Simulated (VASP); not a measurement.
A run of VASP 6.6.1 is set up as follows.

File INCAR:

```
SYSTEM = GaS
  ALGO = Normal
  EDIFF = 1E-7
  ENCUT = 520
  ISIF = 2
  ISMEAR = 0
  IVDW = 1
  LASPH = .TRUE.
  LCHARG = .FALSE.
  LREAL = .FALSE.
  LWAVE = .FALSE.
  NELM = 100
  PREC = Accurate
  SIGMA = 0.02
```

KPOINTS

```
k-points
0
Gamma
  6 6 2
```

File POSCAR:

```
GaS
1.0
    3.5850000000      0.0000000000      0.0000000000
   -1.7925000000      3.1047010726      0.0000000000
    0.0000000000      0.0000000000     15.5000000000
Ga S
4 4
Direct
    0.6666666667      0.3333333333      0.8300000000
    0.3333333333      0.6666666667      0.3300000000
    0.6666666667      0.3333333333      0.6700000000
    0.3333333333      0.6666666667      0.1700000000
    0.6666666667      0.3333333333      0.4000000000
    0.3333333333      0.6666666667      0.9000000000
    0.6666666667      0.3333333333      0.1000000000
    0.3333333333      0.6666666667      0.6000000000
```

Potentials or basis: VASP PAW PBE potentials, release 64 (Ga_d, S).

The run is started by

```bash
$ cat potpaw_PBE.64/Ga_d/POTCAR potpaw_PBE.64/S/POTCAR > POTCAR
$ mpirun -np 1 vasp_std > vasp.out
```

Task: Predict the dispersion energy per atom.

Result: -0.257 eV.

Task: Estimate the band gap on the k mesh.

Result: 1.59 eV (least direct gap 1.66 eV).

Task: What does it give for the largest force?

Result: 0.327 eV/Å.

Task: What does it give for the pressure?

Result: -0.6 GPa.

Forces in eV/Å, atoms in the order of the input:
```
Ga   0.000  0.000 -0.327
Ga   0.000  0.000 -0.327
Ga   0.000  0.000  0.327
Ga   0.000  0.000  0.327
S    0.000  0.000  0.031
S    0.000  0.000  0.031
S    0.000  0.000 -0.031
S    0.000  0.000 -0.031
```

**The experiment to reproduce.**

“Vapor-liquid-solid growth of highly-mismatched semiconductor nanowires with high-fidelity van der Waals layer stacking”, 2022, arxiv:2211.03366 quotes, for a bulk crystal of GaS at 300 K: band gap 2.53 eV (indirect).

Measured gap of GaS: 2.53 eV (indirect; 300 K; quoted in “Vapor-liquid-solid growth of highly-mismatched semiconductor nanowires with high-fidelity van der Waals layer stacking”, 2022, arxiv:2211.03366). This calculation gives 1.59 eV (-0.94 eV). 2 values of this kind are on record (2.53 to 2.59 eV); this one was drawn at random. Spin-orbit coupling on Ga is left out. The value is that of PBE+D2 on a finite k mesh, which can miss the band edges, without temperature or zero-point motion. Semilocal functionals fall short of measured gaps as a rule.
